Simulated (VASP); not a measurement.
Wanted: the native input for a VASP 6.6.1 run.

- Task: single point
- Functional: PBEsol
- Potentials or basis: VASP PAW PBE potentials, release 64 (W_sv, C)
- Cutoff: 520 eV
- k mesh: 2 × 2 × 2
- Occupations: fermi-dirac, width 0.36 eV
- Spin: no spin polarisation
- Dipole correction: no
- Further INCAR settings: LREAL = Auto; ALGO = Normal; EDIFF = 1e-06; NBANDS = 86

The structure of WC lies in POSCAR:

```
WC
1.0
   -2.9246450000     -5.0656330000      0.0000000000
    4.3869670000     -2.5328160000      0.0000000000
    0.0000000000      0.0000000000      5.7449200000
W C
8 8
Direct
    0.7954812070      0.4965161887     -0.0277462523
    0.7713100425      0.4776211125      0.4656113575
    0.4808202206     -0.0072878474      0.0324982767
    0.5433569516      0.0141159465      0.4964037793
    0.3042926460      0.5024309428     -0.0142386665
    0.2737122890      0.4650847106      0.4949068046
    0.0262236824     -0.0195590800      0.0141168197
    0.0042154683      0.0115863074      0.5171699519
    0.5028369056      0.6269751839      0.2352513177
    0.5442962941      0.6520389680      0.7534308572
    0.2310241132      0.1350736209      0.2937203651
    0.2875300335      0.1845291462      0.7125251527
    0.0369170568      0.6168200685      0.2141370115
    0.0549540348      0.6196356260      0.7612290511
    0.7858799066      0.1240993468      0.2508302988
    0.7961174282      0.1720461667      0.7608286974
```

One way to write it, as run:

INCAR

```
SYSTEM = WC
ALGO = Normal ; EDIFF = 1E-6
ENCUT = 520 ; GGA = PS
ISIF = 2 ; ISMEAR = -1
LASPH = .True. ; LCHARG = .False.
LREAL = Auto ; LWAVE = .False.
NBANDS = 86 ; NELM = 60
PREC = Accurate ; SIGMA = 0.36
```

KPOINTS

```
k-points
0
Gamma
  2 2 2
  0 0 0
```

Potentials or basis: VASP PAW PBE potentials, release 64 (W_sv, C).

The run is started by

```sh
$ cat potpaw_PBE.64/W_sv/POTCAR potpaw_PBE.64/C/POTCAR > POTCAR
$ mpirun -np 1 vasp_std > vasp.out
```

It gave:

```
Pressure               : 8.9 GPa
Largest force          : 6.285 eV/Å
Band gap on the k mesh : zero (bands 72 and 73 overlap by 0.38 eV)
```

Caveat: the k points lie up to 0.62 Å⁻¹ apart; the atoms stand as in a frame of molecular dynamics; so wide a smearing shifts energies and pressures; the PAW data sets were made with another functional, which shifts forces and pressure a little; spin-orbit coupling is left out, which moves the levels of the heavy elements.

It took 5.3 min on 1 thread of Intel(R) Xeon(R) 6975P-C (Granite Rapids), with other jobs on the host, peak memory 0.32 GiB.
